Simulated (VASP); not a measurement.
Runs of VASP 6.6.1 on Se. The structure is that of space group R-3m (No. 166), or close to it. The cells are those of the table. 

```csv
cell,gap on the mesh (eV),pressure (GPa)
"a = 2.391 Å, angles 107.2°, 1 atom",none,(a)
"a = 2.423 Å, angles 107.2°, 1 atom",none,(b)
"a = 2.359 Å, angles 107.2°, 1 atom",none,174.8
"a = 2.438 Å, angles 107.2°, 1 atom",none,116.3
"a = 2.375 Å, angles 107.2°, 1 atom",none,161.1
```

Alike in all rows: task single point; level LDA; potentials or basis VASP PAW LDA potentials, release 64 (Se); no spin polarisation; k mesh 13 × 13 × 13; cutoff (eV) 520; smearing fermi-dirac 0.1 eV.

**Question.** Fill in the values left out.

**Answer.** (a) 148.4; (b) 126.1.

A k mesh can miss the band edges, and the runs leave out spin-orbit coupling on Se.

A gap of «none» marks levels without a gap at the run's occupations.
